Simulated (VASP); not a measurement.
**Ga: single point with PBE**

Ga:

```
CELL_PARAMETERS angstrom
2.34121 -3.92389 0.00000
2.34121 3.92389 0.00000
0.00000 0.00000 4.60614
ATOMIC_POSITIONS crystal
Ga 0.84421 0.15579 0.08395
Ga 0.65579 0.34421 0.58395
Ga 0.15579 0.84421 0.91605
Ga 0.34421 0.65579 0.41605
```

| Property | Result |
| --- | --- |
| Program | VASP 6.6.1 |
| Task | single point |
| Functional | PBE |
| Potentials or basis | VASP PAW PBE potentials, release 64 (Ga_d) |
| Cutoff | 520 eV |
| k mesh | 11 × 11 × 9 |
| Occupations | fermi-dirac, width 0.1 eV |
| Spin | no spin polarisation |
| Dipole correction | no |
| Further INCAR settings | ALGO = Normal; EDIFF = 1e-07; NBANDS = 34 |

```yaml
Pressure: -1.7 GPa
Largest_force: 0.050 eV/Å
Band_gap_on_the_k_mesh: zero (bands 26 and 27 overlap by 1.05 eV)
```

Forces on the atoms (eV/Å):
```
Ga   0.000  0.050 -0.006
Ga   0.000 -0.050 -0.006
Ga   0.000 -0.050  0.006
Ga   0.000  0.050  0.006
```

Stress tensor (GPa, compression positive):
```
-1.82  0.00  0.00
 0.00 -1.73  0.00
 0.00  0.00 -1.48
```

Levels at points of the mesh, in eV from the Fermi level:
| k point | band 22 | band 23 | band 24 | band 25 | band 26 | band 27 | band 28 | band 29 | band 30 | band 31 |
| --- | --- | --- | --- | --- | --- | --- | --- | --- | --- | --- |
| (0.00, 0.00, 0.00) | -4.12 | -3.47 | -2.11 | -1.59 | -0.59 | 0.85 | 0.89 | 1.06 | 4.66 | 5.22 |

Run time: 3.3 min on 1 thread of Intel(R) Xeon(R) 6975P-C (Granite Rapids), with other jobs on the host, peak memory 0.46 GiB.
